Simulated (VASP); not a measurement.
# Zr4Al (Pm-3m) in VASP: notebook

Zr4Al is run at these levels: PBE; tasks: relaxation of cell and atoms, single point.

Program: VASP 6.6.1. These are calculated values, not measurements. Logs are shortened: lines on timing, memory, paths and dates and some standing lists are left out, and cuts for length are marked.

### 1 The cell of the first run

It takes space group Pm-3m (No. 221, cubic). The conventional cell has a = 4.661 Å, b = 4.661 Å, c = 4.661 Å, α = 90.00°, β = 90.00°, γ = 90.00°. Zr (site symmetry 4/mmm) has 2 Zr at 2.33 Å within 3.1 Å. Zr (site symmetry m-3m) has 6 Zr at 2.33 Å within 3.1 Å. Al (site symmetry m-3m) has 20 Zr at 3.30 to 4.04 Å within 4.3 Å.

The cell was generated, and may not be a known phase.

### 2 Relaxation of cell and atoms, PBE

INCAR reads:

```
SYSTEM = Zr4Al
PREC = Accurate ; ENCUT = 500
EDIFF = 1E-7 ; ISMEAR = 0
SIGMA = 0.1 ; LREAL = .False.
LASPH = .True. ; NELM = 120
ALGO = Normal ; ISIF = 3
LWAVE = .False. ; LCHARG = .False.
GGA = PE ; IBRION = 2
NSW = 90 ; EDIFFG = -0.04
GGA_COMPAT = .False. ; NELMIN = 4
```

KPOINTS reads:

```
regular mesh
0
Gamma
  4 4 4
  0 0 0
```

POSCAR reads:

```
Zr4Al
1.0
    4.6605757300      0.0000000000      0.0000000000
    0.0000000000      4.6605757300      0.0000000000
    0.0000000000      0.0000000000      4.6605757300
Zr Al
4 1
Direct
    0.0000000000      0.5000000000      0.5000000000
    0.5000000000      0.0000000000      0.5000000000
    0.5000000000      0.5000000000      0.0000000000
    0.5000000000      0.5000000000      0.5000000000
    0.0000000000      0.0000000000      0.0000000000
```

Potentials or basis: VASP PAW PBE potentials, release 64 (Zr_sv, Al).

Command:

```bash
$ cat potpaw_PBE.64/Zr_sv/POTCAR potpaw_PBE.64/Al/POTCAR > POTCAR
$ mpirun -np 1 vasp_std > vasp.out
```

OUTCAR:

```text
SYSTEM = Zr4Al
   PREC = Accurate
   ENCUT = 500
   EDIFF = 1E-7
   ISMEAR = 0
   LREAL = .False.
   LASPH = .True.
   NELM = 120
   ISIF = 3
   GGA = PE
   IBRION = 2
   NSW = 90
   EDIFFG = -0.04
   NELMIN = 4

 ion  position               nearest neighbor table
   1  0.000  0.500  0.500-   4 2.33   4 2.33   2 3.30   5 3.30   3 3.30   5 3.30   2 3.30   5 3.30
                             5 3.30   2 3.30   3 3.30   3 3.30   3 3.30   2 3.30
   2  0.500  0.000  0.500-   4 2.33   4 2.33   1 3.30   5 3.30   3 3.30   5 3.30   1 3.30   3 3.30
                             3 3.30   3 3.30   1 3.30   5 3.30   5 3.30   1 3.30
   3  0.500  0.500  0.000-   4 2.33   4 2.33   1 3.30   5 3.30   1 3.30   2 3.30   2 3.30   2 3.30
                             5 3.30   2 3.30   1 3.30   5 3.30   1 3.30   5 3.30
   4  0.500  0.500  0.500-   1 2.33   2 2.33   3 2.33   3 2.33   2 2.33   1 2.33
   5  0.000  0.000  0.000-   1 3.30   2 3.30   3 3.30   1 3.30   2 3.30   1 3.30   3 3.30   1 3.30
                             2 3.30   3 3.30   2 3.30   3 3.30

  LATTYP: Found a simple cubic cell.
 ALAT       =     4.6605757300

  Lattice vectors:

 A1 = (   4.6605757300,   0.0000000000,   0.0000000000)
 A2 = (   0.0000000000,   4.6605757300,   0.0000000000)
 A3 = (   0.0000000000,   0.0000000000,   4.6605757300)

Analysis of symmetry for initial positions (statically):
=====================================================================
 Subroutine PRICEL returns:
 Original cell was already a primitive cell.

 Routine SETGRP: Setting up the symmetry group for a
 simple cubic supercell.

 Subroutine GETGRP returns: Found 48 space group operations
 (whereof 48 operations were pure point group operations)
 out of a pool of 48 trial point group operations.

The static configuration has the point symmetry O_h .

Analysis of symmetry for dynamics (positions and initial velocities):
=====================================================================
 Subroutine PRICEL returns:
 Original cell was already a primitive cell.

 Routine SETGRP: Setting up the symmetry group for a
 simple cubic supercell.

 Subroutine GETGRP returns: Found 48 space group operations
 (whereof 48 operations were pure point group operations)
 out of a pool of 48 trial point group operations.

The dynamic configuration has the point symmetry O_h .

 Subroutine INISYM returns: Found 48 space group operations
 (whereof 48 operations are pure point group operations),
 and found     1 'primitive' translations

----------------------------------------------------------------------------------------

                                     Primitive cell

  volume of cell :     101.2322

  direct lattice vectors                    reciprocal lattice vectors
     4.660575730  0.000000000  0.000000000     0.214565766  0.000000000  0.000000000
     0.000000000  4.660575730  0.000000000     0.000000000  0.214565766  0.000000000
     0.000000000  0.000000000  4.660575730     0.000000000  0.000000000  0.214565766

  length of vectors
     4.660575730  4.660575730  4.660575730     0.214565766  0.214565766  0.214565766

  position of ions in fractional coordinates (direct lattice)
     0.000000000  0.500000000  0.500000000
     0.500000000  0.000000000  0.500000000
     0.500000000  0.500000000  0.000000000
     0.500000000  0.500000000  0.500000000
     0.000000000  0.000000000  0.000000000

  ion indices of the primitive-cell ions
   primitive index   ion index
                 1           1
                 2           2
                 3           3
                 4           4
                 5           5

----------------------------------------------------------------------------------------

 KPOINTS: regular mesh

Automatic generation of k-mesh.
 Grid dimensions read from file:
 generate k-points for:    4    4    4

 Generating k-lattice:

  Cartesian coordinates                     Fractional coordinates (reciprocal lattice)
     0.053641441  0.000000000  0.000000000     0.250000000  0.000000000  0.000000000
     0.000000000  0.053641441  0.000000000     0.000000000  0.250000000  0.000000000
     0.000000000  0.000000000  0.053641441     0.000000000  0.000000000  0.250000000

  Length of vectors
     0.053641441  0.053641441  0.053641441

  Shift w.r.t. Gamma in fractional coordinates (k-lattice)
     0.000000000  0.000000000  0.000000000

 Subroutine IBZKPT returns following result:
 ===========================================

 Found     10 irreducible k-points:

 Following reciprocal coordinates:
            Coordinates               Weight
  0.000000  0.000000  0.000000      1.000000
  0.250000  0.000000  0.000000      6.000000
  0.500000  0.000000  0.000000      3.000000
  0.250000  0.250000  0.000000     12.000000
  0.500000  0.250000  0.000000     12.000000
  0.500000  0.500000  0.000000      3.000000
  0.250000  0.250000  0.250000      8.000000
  0.500000  0.250000  0.250000     12.000000
  0.500000  0.500000  0.250000      6.000000
  0.500000  0.500000  0.500000      1.000000
   k-points           NKPTS =     10   k-points in BZ     NKDIM =     10   number of bands    NBANDS=     30
   number of dos      NEDOS =    301   number of ions     NIONS =      5
   total plane-waves  NPLWV =  46656
   dimension x,y,z NGX =    36 NGY =   36 NGZ =   36
   dimension x,y,z NGXF=    72 NGYF=   72 NGZF=   72
   ions per type =               4   1
   NGX,Y,Z   is equivalent  to a cutoff of  12.84, 12.84, 12.84 a.u.
   NGXF,Y,Z  is equivalent  to a cutoff of  25.68, 25.68, 25.68 a.u.
 SYSTEM =  Zr4Al
   PREC   = accura    normal or accurate (medium, high low for compatibility)
   ISTART =      0    job   : 0-new  1-cont  2-samecut
   ICHARG =      2    charge: 1-file 2-atom 10-const
   ISPIN  =      1    spin polarized calculation?
   LNONCOLLINEAR =      F non collinear calculations
   LSORBIT =      F    spin-orbit coupling
   LASPH  =      T    aspherical Exc in radial PAW
   ENCUT  =  500.0 eV  36.75 Ry    6.06 a.u.   8.50  8.50  8.50*2*pi/ulx,y,z
   NELM   =    120;   NELMIN=  4; NELMDL= -5     # of ELM steps
   EDIFF  = 0.1E-06   stopping-criterion for ELM
   LREAL  =      F    real-space projection
   EDIFFG = -.4E-01   stopping-criterion for IOM
   NSW    =     90    number of steps for IOM
   IBRION =      2    ionic relax: 0-MD 1-quasi-New 2-CG
   NFREE  =      1    steps in history (QN), initial steepest desc. (CG)
   ISIF   =      3    stress and relaxation
   ISYM   =      2    0-nonsym 1-usesym 2-fastsym
   POTIM  = 0.5000    time-step for ionic-motion
   TEBEG  =    0.0;   TEEND  =   0.0 temperature during run
   PSTRESS=    0.0 pullay stress
   NELECT =      51.0000    total number of electrons
   NUPDOWN=      -1.0000    fix difference up-down
   EMIN   =  10.00;   EMAX   =-10.00  energy-range for DOS
   EFERMI =   0.00;   METHOD = LEGACY
   ISMEAR =     0;   SIGMA  =   0.10  broadening in eV -4-tet -1-fermi 0-gaus
   EFERMI_NEDOS =   21; number of points for ismear=-14 and -15
   IALGO  =     38    algorithm
   IMIX   =      4    mixing-type and parameters
     AMIX     =   0.40;   BMIX     =  1.00
     AMIX_MAG =   1.60;   BMIX_MAG =  1.00
  volume/ion in A,a.u.               =      20.25       136.63
  Fermi-wavevector in a.u.,A,eV,Ry     =   1.302643  2.461638 23.087428  1.696878
  Thomas-Fermi vector in A             =   2.433697
   LORBIT       =      0    0 simple, 1 ext, 2 COOP (PROOUT), +10 PAW based schemes
   GGA     = PE    functional components
   LHFCALC =     F    Hartree Fock is set to
   AEXX    =    0.0000 exact exchange contribution
   IVDW    =     0    specifies the selected vdW correction
   LEPSILON=     F    determine dielectric tensor
   LRPA    =     F    only Hartree local field effects (RPA)
 conjugate gradient relaxation of ions
 non-spin polarized calculation
 Gauss-broadening in eV      SIGMA  =   0.10
  energy-cutoff  :      500.00
  volume of cell :      101.23
 maximum number of plane-waves:      2612
 NGX is ok and might be reduce to    36
   NGX = 17   NGY = 17   NGZ = 17

--------------------------------------- Ionic step        1  -------------------------------------------

 number of electron      51.0000002 magnetization

 Free energy of the ion-electron system (eV)
  ---------------------------------------------------
  ext. energy  EPLUGINS =         0.00000000
  ---------------------------------------------------
  free energy    TOTEN  =       -30.37653310 eV

  energy without entropy =      -30.34003971  energy(sigma->0) =      -30.35828640

 E-fermi :   9.2985     XC(G=0): -11.0722

 val. band max:        9.2942859987   @ k =   0.5000   0.2500   0.2500
 cond. band min:       9.3512263003   @ k =   0.2500   0.0000   0.0000
 fundamental gap:      0.0569403016
 Fermi energy:         9.2985418051

 k-point     1 :       0.0000    0.0000    0.0000
  band No.  band energies     occupation
      1     -39.8197      2.00000
      2     -39.1383      2.00000
      3     -39.1383      2.00000
      4     -37.4917      2.00000
      5     -19.9190      2.00000
      6     -19.9190      2.00000
[... 22 lines left out ...]
     29      11.0975      0.00000
     30      11.0975      0.00000
[... 395 lines left out ...]
 POSITION                                       TOTAL-FORCE (eV/Angst)
 -----------------------------------------------------------------------------------
     -0.00000      2.55891      2.55891        -0.000000      0.000000      0.000000
      2.55891      0.00000      2.55891         0.000000      0.000000      0.000000
      2.55891      2.55891      0.00000         0.000000     -0.000000      0.000000
      2.55891      2.55891      2.55891        -0.000000      0.000000      0.000000
      0.00000      0.00000      0.00000         0.000000     -0.000000      0.000000
 -----------------------------------------------------------------------------------
    total drift:                                0.000000      0.000000      0.000000

  FREE ENERGIE OF THE ION-ELECTRON SYSTEM (eV)
  ---------------------------------------------------
  free  energy   TOTEN  =       -32.6903748442 eV

  energy  without entropy=      -32.6611648784  energy(sigma->0) =      -32.67576986

--------------------------------------- Ionic step        4  -------------------------------------------

 number of electron      51.0000001 magnetization

 Free energy of the ion-electron system (eV)
  ---------------------------------------------------
  ext. energy  EPLUGINS =         0.00000000
  ---------------------------------------------------
  free energy    TOTEN  =       -32.69157892 eV

  energy without entropy =      -32.66275983  energy(sigma->0) =      -32.67716938

 E-fermi :   6.5039     XC(G=0):  -9.8902

 val. band max:        6.4881791997   @ k =   0.5000   0.0000   0.0000
 cond. band min:       6.5465823389   @ k =   0.5000   0.5000   0.0000
 fundamental gap:      0.0584031392
 Fermi energy:         6.5039234301

 k-point     1 :       0.0000    0.0000    0.0000
  band No.  band energies     occupation
      1     -42.6003      2.00000
      2     -42.4734      2.00000
      3     -42.4734      2.00000
      4     -40.5744      2.00000
      5     -21.4889      2.00000
      6     -21.4889      2.00000
[... 22 lines left out ...]
     29       8.0127      0.00000
     30       8.0127      0.00000
[... 308 lines left out ...]
 VOLUME and BASIS-vectors are now :
 -----------------------------------------------------------------------------
  energy-cutoff  :      500.00
  volume of cell :      133.28
      direct lattice vectors                 reciprocal lattice vectors
     5.108061603  0.000000000  0.000000000     0.195768978  0.000000000  0.000000000
    -0.000000000  5.108061603  0.000000000    -0.000000000  0.195768978 -0.000000000
    -0.000000000  0.000000000  5.108061603    -0.000000000 -0.000000000  0.195768978

 POSITION                                       TOTAL-FORCE (eV/Angst)
 -----------------------------------------------------------------------------------
     -0.00000      2.55403      2.55403        -0.000000      0.000000      0.000000
      2.55403      0.00000      2.55403         0.000000      0.000000      0.000000
      2.55403      2.55403      0.00000         0.000000     -0.000000      0.000000
      2.55403      2.55403      2.55403        -0.000000      0.000000      0.000000
      0.00000      0.00000      0.00000         0.000000     -0.000000      0.000000
 -----------------------------------------------------------------------------------
    total drift:                                0.000000      0.000000      0.000000

  FREE ENERGIE OF THE ION-ELECTRON SYSTEM (eV)
  ---------------------------------------------------
  free  energy   TOTEN  =       -32.6915789184 eV

  energy  without entropy=      -32.6627598348  energy(sigma->0) =      -32.67716938

 reached required accuracy - stopping structural energy minimisation
```

Wall time 2.1 min (1 thread of Oxide Virtual Turin-like, shared host); peak memory 0.18 GiB.

What came out:

```
Free energy                           : -32.6916 eV
Relaxed volume                        : 26.66 Å³/atom
Relaxed cell                          : a = 5.108 Å, b = 5.108 Å, c = 5.108 Å, α = 90.00°, β = 90.00°, γ = 90.00°
Space group after relaxing (to 0.1 Å) : Pm-3m (No. 221)
Energy gained by relaxing             : 463.0 meV/atom
Ionic steps                           : 4
Pressure after relaxing               : -0.1 GPa
Band gap on the k mesh                : zero (an odd number of electrons rules out a gap without spin polarisation)
```

Step by step:
```csv
step,energy change (eV),largest force (eV/Å),pressure (GPa),volume (Å³)
1,0.0000,0.0000,26.93,101.23
2,-1.5005,0.0000,-8.37,159.72
3,-2.3138,0.0000,-0.44,134.05
4,-2.3150,0.0000,-0.06,133.28
```

Final structure:
```yaml
crystal:
  lattice:
    - [5.10806, 0.00000, 0.00000]
    - [0.00000, 5.10806, 0.00000]
    - [0.00000, 0.00000, 5.10806]
  atoms:
    - { symbol: Zr, position: [0.00000, 0.50000, 0.50000] }
    - { symbol: Zr, position: [0.50000, 0.00000, 0.50000] }
    - { symbol: Zr, position: [0.50000, 0.50000, 0.00000] }
    - { symbol: Zr, position: [0.50000, 0.50000, 0.50000] }
    - { symbol: Al, position: [0.00000, 0.00000, 0.00000] }
```

Caveat: the volume moved by over 15 % at a fixed basis, so the end points are rough.

(Part 1 of 2 ends here.)

The gap in the log of VASP goes by the Fermi energy; the results here count the filled bands.